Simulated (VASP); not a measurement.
A run of VASP 6.6.1 is set up as follows.

INCAR

```
SYSTEM = KMgF3
ALGO = Normal ; EDIFF = 1E-6
ENCUT = 520 ; GGA = PS
ISIF = 2 ; ISMEAR = 0
LASPH = .True. ; LCHARG = .False.
LREAL = .False. ; LWAVE = .False.
NBANDS = 24 ; NELM = 80
PREC = Accurate ; SIGMA = 0.01
```

Contents of KPOINTS:

```
k-points
0
Gamma
  6 6 6
  0 0 0
```

File POSCAR:

```
KMgF3
1.0
    3.9791132838      0.0000000000      0.0000000000
    0.0000000000      3.9791132838      0.0000000000
    0.0000000000      0.0000000000      3.9791132838
K Mg F
1 1 3
Direct
    0.5000000000      0.5000000000      0.5000000000
    0.0000000000      0.0000000000      0.0000000000
    0.5000000000      0.0000000000      0.0000000000
    0.0000000000      0.5000000000      0.0000000000
    0.0000000000      0.0000000000      0.5000000000
```

Potentials or basis: VASP PAW PBE potentials, release 64 (K_sv, Mg, F).

Launch:

```console
$ cat potpaw_PBE.64/K_sv/POTCAR potpaw_PBE.64/Mg/POTCAR potpaw_PBE.64/F/POTCAR > POTCAR
$ mpirun -np 1 vasp_std > vasp.out
```

Task: What does it give for the pressure?

Result: 0.3 GPa.

Task: What does it give for the band gap on the k mesh?

Result: 7.16 eV, indirect (least direct gap 7.48 eV).

Caveat: the PAW data sets were made with another functional, which shifts forces and pressure a little. A k mesh can miss the band edges.
